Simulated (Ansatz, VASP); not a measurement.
**One calculation of Hf, two programs**

INCAR

```
SYSTEM = Hf
PREC     = Accurate       ! precision mode
ENCUT    = 520            ! plane-wave cutoff, eV
EDIFF    = 1E-6           ! SCF threshold, eV
ISMEAR   = -1             ! smearing method
SIGMA    = 0.08           ! smearing width, eV
LREAL    = .False.        ! projectors in reciprocal space
LASPH    = .True.         ! aspherical terms in the spheres
NELM     = 100            ! most SCF steps
ALGO     = Normal         ! electronic algorithm
ISIF     = 2              ! what is computed and relaxed
LWAVE    = .False.        ! write WAVECAR
LCHARG   = .False.        ! write CHGCAR
GGA      = PE             ! functional
NBANDS   = 11             ! bands
```

The input KPOINTS:

```
regular mesh
0
Gamma
  17 17 17
  0 0 0
```

File POSCAR:

```
Hf
1.0
   -1.3071247042      1.3071247042      1.3071247042
    1.3071247042     -1.3071247042      1.3071247042
    1.3071247042      1.3071247042     -1.3071247042
Hf
1
Direct
    0.0000000000      0.0000000000      0.0000000000
```

Input for Ansatz:

```yaml
crystal:
  lattice:
    - [-1.3071247042, 1.3071247042, 1.3071247042]
    - [1.3071247042, -1.3071247042, 1.3071247042]
    - [1.3071247042, 1.3071247042, -1.3071247042]
  atoms:
    - { symbol: Hf, position: [0.0, 0.0, 0.0] }
kpoints:
  mp_grid: { grid: [17, 17, 17] }
scf:
  occupations: { method: fermi_dirac, width: 0.08 }
hamiltonian:
  xc: pbe
  pseudopotentials: { kind: nc }
output:
  forces: true
  stress: true
  eigenvalues: true
```

Change from the starting cell: volume scaled by 0.4, norm-conserving files.

Alike in both runs: task single point; functional PBE; k mesh 17 × 17 × 17; occupations fermi-dirac, width 0.08 eV; no spin polarisation.

```csv
,VASP,Ansatz
version,VASP 6.6.1,Ansatz 0.2.0
potentials or method,"VASP PAW PBE potentials, release 64 (Hf_pv)","norm-conserving pseudopotentials, scalar-relativistic"
plane-wave cutoff (eV),520,1143
valence electrons in the cell,10,26
```

Ansatz gave:

* pressure (GPa): 485.0

Problem. Which values does VASP return?

Solution. Pressure (GPa): 477.2.

Both programs put the cell under a high pressure, so it lies far from rest at this level. With one functional, cell and mesh, what is left measures potentials, basis and numerics. VASP's potentials hold 10 valence electrons a cell and Ansatz's 26, so a difference there can come from the potentials and not from the codes.

Neither program's run includes spin-orbit coupling. Noted on VASP's run: the cell as given lies far from equilibrium.
